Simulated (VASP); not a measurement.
Set up this calculation in VASP 6.6.1, as the native input.

- Task: single point
- Functional: PBE
- Potentials or basis: VASP PAW PBE potentials, release 64 (Al, Au)
- Cutoff: 500 eV
- k mesh: 4 × 4 × 4
- Occupations: gaussian, width 0.1 eV
- Spin: no spin polarisation
- Dipole correction: no
- Further INCAR settings: ALGO = Normal; EDIFF = 1e-06; NBANDS = 16

The structure of Al2Au lies in POSCAR:

```
Al2Au
1.0
    0.0000000000      3.0000000000      3.0000000000
    3.0000000000      0.0000000000      3.0000000000
    3.0000000000      3.0000000000      0.0000000000
Al Au
2 1
Direct
    0.2500000000      0.2500000000      0.2500000000
    0.7500000000      0.7500000000      0.7500000000
    0.0000000000      0.0000000000      0.0000000000
```

One way to write it, as run:

INCAR

```
PREC = Accurate
ENCUT = 500
EDIFF = 1E-6
ISMEAR = 0
SIGMA = 0.1
LREAL = F
LASPH = T
NELM = 120
ALGO = Normal
ISIF = 2
LWAVE = F
LCHARG = T
GGA = PE
LELF = T
LVHAR = T
NBANDS = 16
GGA_COMPAT = F
```

KPOINTS

```
Automatic mesh
0
Gamma
  4 4 4
```

Potentials or basis: VASP PAW PBE potentials, release 64 (Al, Au).

The run is started by

```bash
$ cat potpaw_PBE.64/Al/POTCAR potpaw_PBE.64/Au/POTCAR > POTCAR
$ mpirun -np 1 vasp_std > vasp.out
```

It gave:

The pressure is 2.4 GPa.

Caveat: the k points lie up to 0.45 Å⁻¹ apart.

It took 11 s on 1 thread of Intel Xeon 6975P-C, with other jobs on the host, peak memory 0.17 GiB.
